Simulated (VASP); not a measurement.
# Al in VASP: a series of runs, part 2 of 3

VASP 6.6.1. Earlier steps stand in the parts before.

### 3 Electric field gradients, PBEsol (equal xy, yz and zx shear strains of +3 %)

INCAR

```
ALGO     = Normal         # electronic algorithm
EDIFF    = 1E-8           # SCF threshold, eV
ENCUT    = 520            # plane-wave cutoff, eV
GGA      = PS             # functional
ISIF     = 2              # what is computed and relaxed
ISMEAR   = -1             # smearing method
LASPH    = T              # aspherical terms in the spheres
LCHARG   = F              # write CHGCAR
LEFG     = T            
LREAL    = F              # projectors in reciprocal space
LWAVE    = F              # write WAVECAR
NBANDS   = 8              # bands
NELM     = 80             # most SCF steps
PREC     = Accurate       # precision mode
SIGMA    = 0.05           # smearing width, eV
```

KPOINTS

```
k-points
0
Gamma
  14 14 14
```

POSCAR

```
Al
1.0
    0.0607194000      2.0543397000      2.0543397000
    2.0543397000      0.0607194000      2.0543397000
    2.0543397000      2.0543397000      0.0607194000
Al
1
Direct
    0.0000000000      0.0000000000      0.0000000000
```

Potentials or basis: VASP PAW PBE potentials, release 64 (Al).

Run with:

```console
cat potpaw_PBE.64/Al/POTCAR > POTCAR
mpirun -np 1 vasp_std > vasp.out
```

OUTCAR:

```text
EDIFF = 1E-8
   ENCUT = 520
   GGA = PS
   ISIF = 2
   ISMEAR = -1
   LASPH = T
   LREAL = F
   NELM = 80
   PREC = Accurate

 ion  position               nearest neighbor table
   1  0.000  0.000  0.000-

  LATTYP: Found a trigonal (rhomboedric) cell.
 ALAT       =     2.9059095050
 COS(alpha) =     0.5293254421

  Lattice vectors:

 A1 = (   0.0607194000,   2.0543397000,   2.0543397000)
 A2 = (   2.0543397000,   0.0607194000,   2.0543397000)
 A3 = (   2.0543397000,   2.0543397000,   0.0607194000)

Analysis of symmetry for initial positions (statically):
=====================================================================
 Subroutine PRICEL returns:
 Original cell was already a primitive cell.

 Routine SETGRP: Setting up the symmetry group for a
 trigonal (rhombohedral) supercell.

 Subroutine GETGRP returns: Found 12 space group operations
 (whereof 12 operations were pure point group operations)
 out of a pool of 12 trial point group operations.

The static configuration has the point symmetry D_3d.

Analysis of symmetry for dynamics (positions and initial velocities):
=====================================================================
 Subroutine PRICEL returns:
 Original cell was already a primitive cell.

 Routine SETGRP: Setting up the symmetry group for a
 trigonal (rhombohedral) supercell.

 Subroutine GETGRP returns: Found 12 space group operations
 (whereof 12 operations were pure point group operations)
 out of a pool of 12 trial point group operations.

The dynamic configuration has the point symmetry D_3d.

 Subroutine INISYM returns: Found 12 space group operations
 (whereof 12 operations are pure point group operations),
 and found     1 'primitive' translations

----------------------------------------------------------------------------------------

                                     Primitive cell

  volume of cell :      16.5714

  direct lattice vectors                    reciprocal lattice vectors
     0.060719400  2.054339700  2.054339700    -0.254452442  0.247147587  0.247147587
     2.054339700  0.060719400  2.054339700     0.247147587 -0.254452442  0.247147587
     2.054339700  2.054339700  0.060719400     0.247147587  0.247147587 -0.254452442

  length of vectors
     2.905909505  2.905909505  2.905909505     0.432330782  0.432330782  0.432330782

  position of ions in fractional coordinates (direct lattice)
     0.000000000  0.000000000  0.000000000

  ion indices of the primitive-cell ions
   primitive index   ion index
                 1           1

----------------------------------------------------------------------------------------

 KPOINTS: k-points

Automatic generation of k-mesh.
 Grid dimensions read from file:
 generate k-points for:   14   14   14

 Generating k-lattice:

  Cartesian coordinates                     Fractional coordinates (reciprocal lattice)
[... 55 lines left out ...]
   LNONCOLLINEAR =      F non collinear calculations
   LSORBIT =      F    spin-orbit coupling
   LASPH  =      T    aspherical Exc in radial PAW
   ENCUT  =  520.0 eV  38.22 Ry    6.18 a.u.   5.40  5.40  5.40*2*pi/ulx,y,z
   NELM   =     80;   NELMIN=  2; NELMDL= -5     # of ELM steps
   EDIFF  = 0.1E-07   stopping-criterion for ELM
   LREAL  =      F    real-space projection
   EDIFFG = 0.1E-06   stopping-criterion for IOM
   NSW    =      0    number of steps for IOM
   IBRION =     -1    ionic relax: 0-MD 1-quasi-New 2-CG
   NFREE  =      0    steps in history (QN), initial steepest desc. (CG)
   ISIF   =      2    stress and relaxation
   ISYM   =      2    0-nonsym 1-usesym 2-fastsym
   POTIM  = 0.5000    time-step for ionic-motion
   TEBEG  =    0.0;   TEEND  =   0.0 temperature during run
   PSTRESS=    0.0 pullay stress
   NELECT =       3.0000    total number of electrons
   NUPDOWN=      -1.0000    fix difference up-down
   EMIN   =  10.00;   EMAX   =-10.00  energy-range for DOS
[... 5 lines left out ...]
     AMIX     =   0.40;   BMIX     =  1.00
     AMIX_MAG =   1.60;   BMIX_MAG =  1.00
  volume/ion in A,a.u.               =      16.57       111.83
  Fermi-wavevector in a.u.,A,eV,Ry     =   0.926110  1.750094 11.669436  0.857679
  Thomas-Fermi vector in A             =   2.052037
   LORBIT       =      0    0 simple, 1 ext, 2 COOP (PROOUT), +10 PAW based schemes
   GGA     = PS    functional components
   LHFCALC =     F    Hartree Fock is set to
   AEXX    =    0.0000 exact exchange contribution
   IVDW    =     0    specifies the selected vdW correction
   LEPSILON=     F    determine dielectric tensor
   LRPA    =     F    only Hartree local field effects (RPA)
 non-spin polarized calculation
  energy-cutoff  :      520.00
  volume of cell :       16.57
 maximum number of plane-waves:       459
 NGX is ok and might be reduce to    24
   NGX = 11   NGY = 11   NGZ = 11

 number of electron       3.0000000 magnetization

 Free energy of the ion-electron system (eV)
  ---------------------------------------------------
  ext. energy  EPLUGINS =         0.00000000
  ---------------------------------------------------
  free energy    TOTEN  =        -4.08354991 eV

  energy without entropy =       -4.08006850  energy(sigma->0) =       -4.08180921

 E-fermi :   7.8896     XC(G=0): -10.2403

 val. band max:        7.8799156050   @ k =  -0.2143   0.4286   0.2143
 cond. band min:       7.9049304584   @ k =   0.5000   0.2143   0.1429
 fundamental gap:      0.0250148535
 Fermi energy:         7.8895877787

 k-point     1 :       0.0000    0.0000    0.0000
  band No.  band energies     occupation
      1      -3.1970      2.00000
      2      19.5237      0.00000
      3      20.7063      0.00000
      4      20.9414      0.00000
      5      20.9414      0.00000
      6      22.4601      0.00000
      7      22.4601      0.00000
      8      24.6126      0.00000
[... 243 lines left out ...]
 k-point    24 :       0.2857    0.1429   -0.0000
  band No.  band energies     occupation
      1      -1.1707      2.00000
      2      12.5046      0.00000
      3      15.6552      0.00000
      4      17.7112      0.00000
      5      18.2465      0.00000
      6      22.6031      0.00000
      7      25.8384      0.00000
      8      26.7920      0.00000

 [... further k-points ...]
[... 5 lines left out ...]
  --------------------------------------------------------------------------------------
  -------------------------------------------------------------------------------------
  Total       -0.1798266     -0.1798266     -0.1798266     -0.0187660     -0.0187660     -0.0187660
  in kB      -17.3862589    -17.3862589    -17.3862589     -1.8143603     -1.8143603     -1.8143603
  external PRESSURE =     -17.3862589 kB  Pullay stress =       0.0000000 kB

 VOLUME and BASIS-vectors are now :
 -----------------------------------------------------------------------------
  energy-cutoff  :      520.00
  volume of cell :       16.57
      direct lattice vectors                 reciprocal lattice vectors
     0.060719400  2.054339700  2.054339700    -0.254452442  0.247147587  0.247147587
     2.054339700  0.060719400  2.054339700     0.247147587 -0.254452442  0.247147587
     2.054339700  2.054339700  0.060719400     0.247147587  0.247147587 -0.254452442

 POSITION                                       TOTAL-FORCE (eV/Angst)
 -----------------------------------------------------------------------------------
      0.00000      0.00000      0.00000         0.000000      0.000000      0.000000
 -----------------------------------------------------------------------------------
    total drift:                               -0.000000      0.000000      0.000000

  FREE ENERGIE OF THE ION-ELECTRON SYSTEM (eV)
  ---------------------------------------------------
  free  energy   TOTEN  =        -4.0835499123 eV

  energy  without entropy=       -4.0800684990  energy(sigma->0) =       -4.08180921

 Electric field gradients (V/A^2)
---------------------------------------------------------------------
 ion       V_xx      V_yy      V_zz      V_xy      V_xz      V_yz
---------------------------------------------------------------------
   1      -0.000    -0.000     0.000     1.988     1.988     1.988
---------------------------------------------------------------------

 Electric field gradients after diagonalization (V/A^2)
 (convention: |V_zz| > |V_xx| > |V_yy|)
----------------------------------------------------------------------
 ion       V_xx      V_yy      V_zz     asymmetry (V_yy - V_xx)/ V_zz
----------------------------------------------------------------------
   1      -1.988    -1.988     3.975       0.000
----------------------------------------------------------------------

           NMR quadrupolar parameters

 Cq : quadrupolar parameter    Cq=e*Q*V_zz/h
 eta: asymmetry parameters     (V_yy - V_xx)/ V_zz
 Q  : nuclear electric quadrupole moment in mb (millibarn)
----------------------------------------------------------------------
 ion       Cq(MHz)       eta       Q (mb)
----------------------------------------------------------------------
   1       0.010       0.000       1.000
----------------------------------------------------------------------
```

Run time: 19 s. Hardware: 1 thread of AMD EPYC 9R45 (Zen 5), shared host; peak memory 0.12 GiB.

Results:

- Free energy: -4.0835 eV
- Pressure: -1.7 GPa

Stress tensor (GPa, compression positive):
```
-1.74 -0.18 -0.18
-0.18 -1.74 -0.18
-0.18 -0.18 -1.74
```

Levels at points of the mesh, in eV from the Fermi level:
```csv
k point,band 1,band 2,band 3,band 4
"(0.00, 0.00, 0.00)",-11.09,11.63,12.82,13.05
"(0.50, 0.00, 0.00)",-4.48,-4.17,10.78,10.82
"(0.50, 0.50, 0.00)",-2.89,-1.59,5.08,5.22
"(0.50, 0.50, 0.50)",-4.89,-4.78,11.92,11.92
```

Electric field gradients, principal values (V/Å²):
```
atom   least  middle  greatest (by size)
1 Al  -1.988  -1.988               3.975
```

Caveat: the cell differs from its parent crystal (equal xy, yz and zx shear strains of +3 %); without QUAD_EFG the Cq values of the log hold for a quadrupole moment of 1 mb, not for the nuclei; the PAW data sets were made with another functional, which shifts forces and pressure a little.

(Continued in part 3 of 3.)
